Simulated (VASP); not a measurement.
Input of a VASP 6.6.1 run:

File INCAR:

```
SYSTEM = Si
PREC = Accurate ; ENCUT = 500
EDIFF = 1E-6 ; ISMEAR = 0
SIGMA = 0.01 ; LREAL = .FALSE.
LASPH = .TRUE. ; NELM = 120
ALGO = Normal ; ISIF = 2
LWAVE = .FALSE. ; LCHARG = .FALSE.
GGA = PS ; NBANDS = 11
GGA_COMPAT = .FALSE.
```

Contents of KPOINTS:

```
regular mesh
0
G
  4 4 4
  0 0 0
```

The input POSCAR:

```
Si
1.0
    0.0000000000      2.6896621261      2.7384069588
    2.6896621261      0.0000000000      2.7384069588
    2.6896621261      2.6896621261      0.0000000000
Si
2
Direct
    0.0000000000      0.0000000000      0.0000000000
    0.2500000000      0.2500000000      0.2500000000
```

Potentials or basis: VASP PAW PBE potentials, release 64 (Si).

Run with:

```sh
$ cat potpaw_PBE.64/Si/POTCAR > POTCAR
$ mpirun -np 1 vasp_std > vasp.out
```

Question: What does it give for the band gap on the k mesh?

Answer: 0.45 eV, indirect (least direct gap 2.44 eV).

Question: Predict the pressure.

Answer: 2.0 GPa.

Stress tensor (GPa, compression positive):
```
2.54 0.00 0.00
0.00 2.54 0.00
0.00 0.00 0.80
```

Caveat: the k points lie up to 0.50 Å⁻¹ apart; the PAW data sets were made with another functional, which shifts forces and pressure a little. A k mesh can miss the band edges.
